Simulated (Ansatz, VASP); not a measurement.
One calculation of ZnO, two programs

```
Zn O
1.0
     3.27948    0.00000    0.00000
    -1.63974    2.84011    0.00000
     0.00000    0.00000    5.29376
Zn O
2 2
Direct
  0.33333 0.66667 0.49997
  0.66667 0.33333 0.99997
  0.66667 0.33333 0.37904
  0.33333 0.66667 0.87904
```

Alike in both runs: functional PBE; k mesh 21 × 21 × 12; occupations gaussian, width 0.02 eV; no spin polarisation.

Ansatz relaxed the structure, and its values are those at the end. VASP's run is a single point on that final structure, the one shown.

|  | VASP | Ansatz |
| --- | --- | --- |
| version | VASP 6.6.1 | Ansatz 0.2.0 |
| potentials or method | VASP PAW PBE potentials, release 64 (Zn, O) | scalar-relativistic, plane waves, PAW |
| plane-wave cutoff (eV) | 520 | 420 |
| valence electrons in the cell | 36 | 36 |

VASP gave:

```
gap on the k mesh at the Fermi level (eV) : 0.73
least direct gap on the mesh (eV)         : 0.73
pressure (GPa)                            : 0.9
```

Question: Which values does Ansatz return?

Answer: gap on the k mesh at the Fermi level (eV): 0.74; least direct gap on the mesh (eV): 0.74; pressure (GPa): 0.0.
